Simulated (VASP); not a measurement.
# TiB2SO6 (R-3) in VASP: single point with PBE

Aim: the single point of TiB2SO6 with PBE.

All numbers are computed with VASP 6.6.1; they aren't measurements. Logs are shortened: lines on timing, memory, paths and dates and some standing lists are left out, and cuts for length are marked.

**1. The cell of the first run**

The structure is trigonal, space group R-3 (No. 148). Conventional cell: a = 4.750 Å, b = 4.750 Å, c = 15.501 Å, α = 90.00°, β = 90.00°, γ = 120.00°. Within 3.9 Å of S (site symmetry -3) lie 18 O at 2.69 to 3.89 Å and 8 B at 3.14 to 3.63 Å and 6 Ti at 3.77 Å. Ti (site symmetry -3) has 6 O at 1.82 Å within 2.4 Å. B (site symmetry 3) has 3 O at 1.30 Å within 1.7 Å. Within 1.7 Å of O (site symmetry 1) lie 1 B at 1.30 Å.

**2. Single point, PBE**

File INCAR:

```
SYSTEM = TiB2SO6
  ALGO = Normal
  EDIFF = 1E-6
  ENCUT = 520
  GGA = PE
  ISIF = 2
  ISMEAR = -1
  LASPH = .True.
  LCHARG = .False.
  LREAL = .False.
  LWAVE = .False.
  NBANDS = 41
  NELM = 100
  PREC = Accurate
  SIGMA = 0.1
```

File KPOINTS:

```
k-points
0
Gamma
  5 5 5
  0 0 0
```

File POSCAR:

```
TiB2SO6
1.0
    2.3748610000      4.1133790000      0.0000000000
   -2.3748610000      4.1133790000      0.0000000000
   -2.3748610000      1.3711230000      5.1669080000
S Ti B O
1 1 2 6
Direct
    0.0000000000      0.0000000000      0.0000000000
    0.5000000000      0.0000000000      0.5000000000
    0.7658000000      0.4684000000      0.2974000000
    0.2342000000      0.5316000000      0.7026000000
    0.0767000000      0.2869000000      0.2905000000
    0.6364000000      0.7862000000      0.2905000000
    0.5774000000      0.3459000000      0.2905000000
    0.9233000000      0.7131000000      0.7095000000
    0.3636000000      0.2138000000      0.7095000000
    0.4226000000      0.6541000000      0.7095000000
```

Potentials or basis: VASP PAW PBE potentials, release 64 (S, Ti_sv, B, O).

Command:

```console
$ cat potpaw_PBE.64/S/POTCAR potpaw_PBE.64/Ti_sv/POTCAR potpaw_PBE.64/B/POTCAR potpaw_PBE.64/O/POTCAR > POTCAR
$ mpirun -np 1 vasp_std > vasp.out
```

OUTCAR:

```text
SYSTEM = TiB2SO6
   EDIFF = 1E-6
   ENCUT = 520
   GGA = PE
   ISIF = 2
   ISMEAR = -1
   LASPH = .True.
   LREAL = .False.
   NELM = 100
   PREC = Accurate

 ion  position               nearest neighbor table
   1  0.000  0.000  0.000-
   2  0.500  0.000  0.500-   5 1.82   8 1.82   6 1.82   9 1.82   7 1.82  10 1.82
   3  0.766  0.468  0.297-   7 1.30   6 1.30   5 1.30
   4  0.234  0.532  0.703-  10 1.30   9 1.30   8 1.30
   5  0.077  0.287  0.291-   3 1.30   2 1.82
   6  0.636  0.786  0.291-   3 1.30   2 1.82
   7  0.577  0.346  0.291-   3 1.30   2 1.82
   8  0.923  0.713  0.709-   4 1.30   2 1.82
   9  0.364  0.214  0.709-   4 1.30   2 1.82
  10  0.423  0.654  0.709-   4 1.30   2 1.82

  LATTYP: Found a trigonal (rhomboedric) cell.
 ALAT       =     5.8495197522
 COS(alpha) =     0.6703402210

  Lattice vectors:

 A1 = (   2.3748610000,   1.3711230000,   5.1669080000)
 A2 = (  -2.3748610000,   1.3711230000,   5.1669080000)
 A3 = (   0.0000000000,  -2.7422560000,   5.1669080000)

Analysis of symmetry for initial positions (statically):
=====================================================================
 Subroutine PRICEL returns:
 Original cell was already a primitive cell.

 Routine SETGRP: Setting up the symmetry group for a
 trigonal (rhombohedral) supercell.

 Subroutine GETGRP returns: Found  6 space group operations
 (whereof  6 operations were pure point group operations)
 out of a pool of 12 trial point group operations.

The static configuration has the point symmetry S_6 .

Analysis of symmetry for dynamics (positions and initial velocities):
=====================================================================
 Subroutine PRICEL returns:
 Original cell was already a primitive cell.

 Routine SETGRP: Setting up the symmetry group for a
 trigonal (rhombohedral) supercell.

 Subroutine GETGRP returns: Found  6 space group operations
 (whereof  6 operations were pure point group operations)
 out of a pool of 12 trial point group operations.

The dynamic configuration has the point symmetry S_6 .

 Subroutine INISYM returns: Found  6 space group operations
 (whereof  6 operations are pure point group operations),
 and found     1 'primitive' translations

----------------------------------------------------------------------------------------

                                     Primitive cell

  volume of cell :     100.9480

  direct lattice vectors                    reciprocal lattice vectors
     2.374861000  4.113379000  0.000000000     0.210538638  0.121554566  0.064513194
    -2.374861000  4.113379000  0.000000000    -0.210538638  0.121554566 -0.129026153
    -2.374861000  1.371123000  5.166908000     0.000000000  0.000000000  0.193539347

  length of vectors
     4.749721209  4.749721209  5.849519752     0.251523325  0.275226777  0.193539347

  position of ions in fractional coordinates (direct lattice)
     0.000000000  0.000000000  0.000000000
     0.500000000  1.000000000  0.500000000
     0.765800000  0.468400000  0.297400000
     0.234200000  0.531600000  0.702600000
     0.076700000  0.286900000  0.290500000
     0.636400000  0.786200000  0.290500000
     0.577400000  0.345900000  0.290500000
     0.923300000  0.713100000  0.709500000
     0.363600000  0.213800000  0.709500000
     0.422600000  0.654100000  0.709500000

  ion indices of the primitive-cell ions
   primitive index   ion index
                 1           1
                 2           2
                 3           3
                 4           4
                 5           5
                 6           6
                 7           7
                 8           8
                 9           9
                10          10

----------------------------------------------------------------------------------------

 KPOINTS: k-points

Automatic generation of k-mesh.
 Grid dimensions read from file:
 generate k-points for:    5    5    5

 Generating k-lattice:

  Cartesian coordinates                     Fractional coordinates (reciprocal lattice)
     0.042107728  0.024310913  0.012902639     0.200000000  0.000000000  0.000000000
    -0.042107728  0.024310913 -0.025805231     0.000000000  0.200000000  0.000000000
     0.000000000  0.000000000  0.038707869     0.000000000  0.000000000  0.200000000

  Length of vectors
     0.050304665  0.055045355  0.038707869

  Shift w.r.t. Gamma in fractional coordinates (k-lattice)
     0.000000000  0.000000000  0.000000000

 Subroutine IBZKPT returns following result:
 ===========================================

 Found     23 irreducible k-points:

 Following reciprocal coordinates:
            Coordinates               Weight
  0.000000  0.000000  0.000000      1.000000
  0.200000 -0.000000  0.000000      6.000000
  0.400000  0.000000  0.000000      6.000000
 -0.000000  0.200000  0.000000      6.000000
  0.400000  0.200000  0.000000      6.000000
 -0.400000  0.200000  0.000000      6.000000
[... 15 lines left out ...]
  0.000000  0.000000  0.400000      2.000000
  0.200000 -0.000000  0.400000      6.000000
   k-points           NKPTS =     23   k-points in BZ     NKDIM =     23   number of bands    NBANDS=     41
   number of dos      NEDOS =    301   number of ions     NIONS =     10
   total plane-waves  NPLWV =  62208
   dimension x,y,z NGX =    36 NGY =   36 NGZ =   48
   dimension x,y,z NGXF=    72 NGYF=   72 NGZF=   96
   ions per type =               1   1   2   6
   NGX,Y,Z   is equivalent  to a cutoff of  12.60, 12.60, 13.64 a.u.
   NGXF,Y,Z  is equivalent  to a cutoff of  25.20, 25.20, 27.28 a.u.
 SYSTEM =  TiB2SO6
   PREC   = accura    normal or accurate (medium, high low for compatibility)
   ISTART =      0    job   : 0-new  1-cont  2-samecut
   ICHARG =      2    charge: 1-file 2-atom 10-const
   ISPIN  =      1    spin polarized calculation?
   LNONCOLLINEAR =      F non collinear calculations
   LSORBIT =      F    spin-orbit coupling
   LASPH  =      T    aspherical Exc in radial PAW
   ENCUT  =  520.0 eV  38.22 Ry    6.18 a.u.   8.83  8.83 10.88*2*pi/ulx,y,z
   NELM   =    100;   NELMIN=  2; NELMDL= -5     # of ELM steps
   EDIFF  = 0.1E-05   stopping-criterion for ELM
   LREAL  =      F    real-space projection
   EDIFFG = 0.1E-04   stopping-criterion for IOM
   NSW    =      0    number of steps for IOM
   IBRION =     -1    ionic relax: 0-MD 1-quasi-New 2-CG
   NFREE  =      0    steps in history (QN), initial steepest desc. (CG)
   ISIF   =      2    stress and relaxation
   ISYM   =      2    0-nonsym 1-usesym 2-fastsym
   POTIM  = 0.5000    time-step for ionic-motion
   TEBEG  =    0.0;   TEEND  =   0.0 temperature during run
   PSTRESS=    0.0 pullay stress
   NELECT =      60.0000    total number of electrons
   NUPDOWN=      -1.0000    fix difference up-down
   EMIN   =  10.00;   EMAX   =-10.00  energy-range for DOS
   EFERMI =   0.00;   METHOD = LEGACY
   ISMEAR =    -1;   SIGMA  =   0.10  broadening in eV -4-tet -1-fermi 0-gaus
   EFERMI_NEDOS =   21; number of points for ismear=-14 and -15
   IALGO  =     38    algorithm
   IMIX   =      4    mixing-type and parameters
     AMIX     =   0.40;   BMIX     =  1.00
     AMIX_MAG =   1.60;   BMIX_MAG =  1.00
  volume/ion in A,a.u.               =      10.09        68.12
  Fermi-wavevector in a.u.,A,eV,Ry     =   1.376447  2.601107 25.777669  1.894605
  Thomas-Fermi vector in A             =   2.501690
   LORBIT       =      0    0 simple, 1 ext, 2 COOP (PROOUT), +10 PAW based schemes
   GGA     = PE    functional components
   LHFCALC =     F    Hartree Fock is set to
   AEXX    =    0.0000 exact exchange contribution
   IVDW    =     0    specifies the selected vdW correction
   LEPSILON=     F    determine dielectric tensor
   LRPA    =     F    only Hartree local field effects (RPA)
 non-spin polarized calculation
  energy-cutoff  :      520.00
  volume of cell :      100.95
 maximum number of plane-waves:      2733
   NGX = 17   NGY = 17   NGZ = 21

 number of electron      59.9999995 magnetization

 Free energy of the ion-electron system (eV)
  ---------------------------------------------------
  ext. energy  EPLUGINS =         0.00000000
  ---------------------------------------------------
  free energy    TOTEN  =       -69.25741264 eV

  energy without entropy =      -69.01754227  energy(sigma->0) =      -69.13747746

 E-fermi :   3.2385     XC(G=0): -10.6439

 val. band max:        3.2364013266   @ k =  -0.4000   0.4000   0.0000
 cond. band min:       3.2528117327   @ k =   0.2000  -0.0000   0.2000
 fundamental gap:      0.0164104061
 Fermi energy:         3.2384811219

 k-point     1 :       0.0000    0.0000    0.0000
  band No.  band energies     occupation
      1     -52.9308      2.00000
      2     -29.4414      2.00000
      3     -29.3758      2.00000
      4     -29.3758      2.00000
      5     -17.3329      2.00000
      6     -16.4074      2.00000
[... 33 lines left out ...]
     40      12.5225      0.00000
     41      14.2514      0.00000

 k-point     2 :       0.2000   -0.0000    0.0000
  band No.  band energies     occupation
      1     -52.9308      2.00000
      2     -29.4405      2.00000
      3     -29.3789      2.00000
      4     -29.3765      2.00000
      5     -17.1780      2.00000
      6     -16.5262      2.00000
[... 33 lines left out ...]
     40      12.8052      0.00000
     41      13.7621      0.00000

 k-point     3 :       0.4000    0.0000    0.0000
  band No.  band energies     occupation
      1     -52.9307      2.00000
      2     -29.4391      2.00000
      3     -29.3838      2.00000
      4     -29.3776      2.00000
      5     -16.8970      2.00000
      6     -16.6062      2.00000
[... 33 lines left out ...]
     40      12.6345      0.00000
     41      14.1889      0.00000

 k-point     4 :      -0.0000    0.2000    0.0000
  band No.  band energies     occupation
      1     -52.9308      2.00000
      2     -29.4406      2.00000
      3     -29.3789      2.00000
      4     -29.3765      2.00000
      5     -17.1613      2.00000
      6     -16.5429      2.00000
[... 781 lines left out ...]
     40      13.0849      0.00000
     41      13.3207      0.00000

 k-point    22 :       0.0000    0.0000    0.4000
  band No.  band energies     occupation
      1     -52.9308      2.00000
      2     -29.4419      2.00000
      3     -29.3760      2.00000
      4     -29.3759      2.00000
      5     -17.2097      2.00000
      6     -16.5508      2.00000
[... 33 lines left out ...]
     40      12.9711      0.00000
     41      13.2204      0.00000

 k-point    23 :       0.2000   -0.0000    0.4000
  band No.  band energies     occupation
      1     -52.9308      2.00000
      2     -29.4410      2.00000
      3     -29.3790      2.00000
      4     -29.3766      2.00000
      5     -17.0549      2.00000
      6     -16.6359      2.00000
[... 33 lines left out ...]
     40      13.2469      0.00000
     41      13.5315      0.00000

------------------------ aborting loop because EDIFF is reached ----------------------------------------

  FORCE on cell =-STRESS in cart. coord.  units (eV):
  Direction    XX          YY          ZZ          XY          YZ          ZX
  --------------------------------------------------------------------------------------
  -------------------------------------------------------------------------------------
  Total       31.5185442     31.5185302     11.6260177      0.0000007     -0.0000075     -0.0000000
  in kB      500.2407711    500.2405490    184.5201996      0.0000108     -0.0001190     -0.0000000
  external PRESSURE =     395.0005066 kB  Pullay stress =       0.0000000 kB

 VOLUME and BASIS-vectors are now :
 -----------------------------------------------------------------------------
  energy-cutoff  :      520.00
  volume of cell :      100.95
      direct lattice vectors                 reciprocal lattice vectors
     2.374861000  4.113379000  0.000000000     0.210538638  0.121554566  0.064513194
    -2.374861000  4.113379000  0.000000000    -0.210538638  0.121554566 -0.129026153
    -2.374861000  1.371123000  5.166908000     0.000000000  0.000000000  0.193539347

 POSITION                                       TOTAL-FORCE (eV/Angst)
 -----------------------------------------------------------------------------------
      0.00000      0.00000      0.00000         0.000000     -0.000000     -0.000000
      0.00000      2.74225      2.58345         0.000000      0.000000     -0.000000
     -0.00000      5.48450      1.53664         0.000000      0.000000     -0.692541
     -2.37486      4.11338      3.63027         0.000000     -0.000000      0.692541
     -1.18909      1.89394      1.50099         1.653826     -0.304794     -1.769611
     -1.04565      6.25000      1.50099        -0.562952      1.584654     -1.769611
     -0.14012      4.19619      1.50099        -1.090874     -1.279856     -1.769611
     -1.18577      7.70395      3.66592        -1.653826      0.304794      1.769611
     -1.32921      3.34788      3.66592         0.562952     -1.584654      1.769611
     -2.23474      5.40169      3.66592         1.090874      1.279856      1.769611
 -----------------------------------------------------------------------------------
    total drift:                               -0.000000      0.000000      0.000000

  FREE ENERGIE OF THE ION-ELECTRON SYSTEM (eV)
  ---------------------------------------------------
  free  energy   TOTEN  =       -69.2574126437 eV

  energy  without entropy=      -69.0175422747  energy(sigma->0) =      -69.13747746
```

Run time: 70 s. Hardware: 1 thread of Intel Xeon Platinum 8488C (Sapphire Rapids), shared host; peak memory 0.28 GiB.

What came out:

- Free energy: -69.2574 eV
- Pressure: 39.5 GPa
- Largest force: 2.441 eV/Å
- Band gap on the k mesh: zero (bands 30 and 31 overlap by 0.34 eV)

Forces in eV/Å, atoms in the order of the input:
```
S    0.000  0.000  0.000
Ti   0.000  0.000  0.000
B    0.000  0.000 -0.693
B    0.000  0.000  0.693
O    1.654 -0.305 -1.770
O   -0.563  1.585 -1.770
O   -1.091 -1.280 -1.770
O   -1.654  0.305  1.770
O    0.563 -1.585  1.770
O    1.091  1.280  1.770
```

Stress tensor (GPa, compression positive):
```
50.02  0.00  0.00
 0.00 50.02  0.00
 0.00  0.00 18.45
```

Levels at points of the mesh, in eV from the Fermi level:
```
           k point  band 28  band 29  band 30  band 31  band 32  band 33
(0.00, 0.00, 0.00)    -1.16    -0.07     0.02     0.35     0.35     3.25
```

Caveat: the cell stands under pressure; semilocal functionals often make such compounds metallic where correlation or magnetic order opens a gap, which also shifts bond lengths; forces of over 1 eV/Å act on the atoms, so gaps and moduli don't describe the material at rest.
